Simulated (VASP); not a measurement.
Input of a VASP 6.6.1 run:

Contents of INCAR:

```
SYSTEM = Ga3PN2
  PREC = Accurate
  ENCUT = 520
  EDIFF = 1E-6
  ISMEAR = -1
  SIGMA = 0.02
  LREAL = .False.
  LASPH = .True.
  NELM = 60
  ALGO = Normal
  ISIF = 2
  LWAVE = .False.
  LCHARG = .False.
  GGA = PE
  NBANDS = 36
```

File KPOINTS:

```
regular mesh
0
Gamma
  10 10 10
  0 0 0
```

Contents of POSCAR:

```
Ga3PN2
1.0
   -1.7139100332      1.7139100332      7.1247902052
    1.7139100332     -1.7139100332      7.1247902052
    1.7139100332      1.7139100332     -7.1247902052
N Ga P
2 3 1
Direct
    0.1786429486      0.1786429486      0.0000000000
    0.8213570514      0.8213570514      0.0000000000
    0.7500000000      0.2500000000      0.5000000000
    0.3958826682      0.8958826682      0.5000000000
    0.1041173318      0.6041173318      0.5000000000
    0.5000000000      0.5000000000      0.0000000000
```

Potentials or basis: VASP PAW PBE potentials, release 64 (N, Ga_d, P).

Run with:

```bash
$ cat potpaw_PBE.64/N/POTCAR potpaw_PBE.64/Ga_d/POTCAR potpaw_PBE.64/P/POTCAR > POTCAR
$ mpirun -np 1 vasp_std > vasp.out
```

Predict the largest force.

0.037 eV/Å.

Estimate the pressure.

4.5 GPa.

Estimate the band gap on the k mesh.

zero (bands 27 and 28 overlap by 0.10 eV).

Forces on the atoms (eV/Å):
```
N    0.000  0.000 -0.027
N    0.000  0.000  0.027
Ga   0.000  0.000  0.000
Ga   0.000  0.000  0.037
Ga   0.000  0.000 -0.037
P    0.000  0.000  0.000
```

Caveat: the cell stands under pressure; semilocal functionals underestimate gaps, and a narrow one can read as zero.
